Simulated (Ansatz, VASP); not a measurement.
## Two plane-wave programs on AlCu3

File INCAR:

```
SYSTEM = AlCu3
PREC = Accurate
ENCUT = 520
EDIFF = 1E-6
ISMEAR = 0
SIGMA = 0.15
LREAL = .False.
LASPH = .True.
NELM = 80
ALGO = Fast
ISIF = 2
LWAVE = .False.
LCHARG = .False.
GGA = PS
NBANDS = 46
```

The input KPOINTS:

```
Automatic mesh
0
Gamma
  10 8 10
  0 0 0
```

POSCAR

```
AlCu3
1.0
    4.0503716077      0.0000000000      0.0000000000
    0.0000000000      4.9647715176      0.0000000000
    0.0000000000      0.0000000000      4.4727201824
Al Cu
2 6
Direct
    0.0000000000      0.0000000000      0.6642284160
    0.5000000000      0.5000000000      0.3357715840
    0.0000000000      0.5000000000      0.6680840759
    0.5000000000      0.0000000000      0.3319159241
    0.0000000000      0.2510188890      0.1639074279
    0.0000000000      0.7489811110      0.1639074279
    0.5000000000      0.2489811110      0.8360925721
    0.5000000000      0.7510188890      0.8360925721
```

Input for Ansatz:

```yaml
crystal:
  lattice:
    - [4.0503716077, 0.0, 0.0]
    - [0.0, 4.9647715176, 0.0]
    - [0.0, 0.0, 4.4727201824]
  atoms:
    - { symbol: Al, position: [0.0, 0.0, 0.664228416] }
    - { symbol: Al, position: [0.5, 0.5, 0.335771584] }
    - { symbol: Cu, position: [0.0, 0.5, 0.6680840759] }
    - { symbol: Cu, position: [0.5, 0.0, 0.3319159241] }
    - { symbol: Cu, position: [0.0, 0.251018889, 0.1639074279] }
    - { symbol: Cu, position: [0.0, 0.748981111, 0.1639074279] }
    - { symbol: Cu, position: [0.5, 0.248981111, 0.8360925721] }
    - { symbol: Cu, position: [0.5, 0.751018889, 0.8360925721] }
basis:
  ecutwfc: 420
kpoints:
  mp_grid: { grid: [10, 8, 10] }
hamiltonian:
  xc: pbesol
scf:
  occupations: { method: gaussian, width: 0.15 }
output:
  forces: true
  stress: true
  eigenvalues: true
```

Change from the starting cell: strain -0.030 along x and y, +0.000 along z, atoms carried along.

Alike in both runs: task single point; functional PBEsol; k mesh 10 × 8 × 10; occupations gaussian, width 0.15 eV; no spin polarisation.

|  | VASP | Ansatz |
| --- | --- | --- |
| version | VASP 6.6.1 | Ansatz 0.2.0 |
| potentials or method | VASP PAW PBE potentials, release 64 (Al, Cu), cutoff 520 eV | scalar-relativistic, plane waves, PAW |
| valence electrons in the cell | 72 | 120 |

VASP gave:

| Item | Value |
| --- | --- |
| gap on the k mesh at the Fermi level (eV) | none |
| pressure (GPa) | 11.6 |
| traceless stress, the component that is largest in VASP (GPa) | -4.08 |
| rms of the force components (eV/Å) | 0.055 |

**Question.** Estimate Ansatz's values.

**Answer.** gap on the k mesh at the Fermi level (eV): none; pressure (GPa): 10.9; traceless stress, the component that is largest in VASP (GPa): -4.06; rms of the force components (eV/Å): 0.055.

VASP's potentials were made for PBE, not for PBEsol. Atom by atom the forces differ by 0.002 eV/Å (rms over components). A gap of «none» marks a metal or a gap that the smearing closes. VASP's potentials hold 72 valence electrons a cell and Ansatz's 120, so a difference there can come from the potentials and not from the codes.
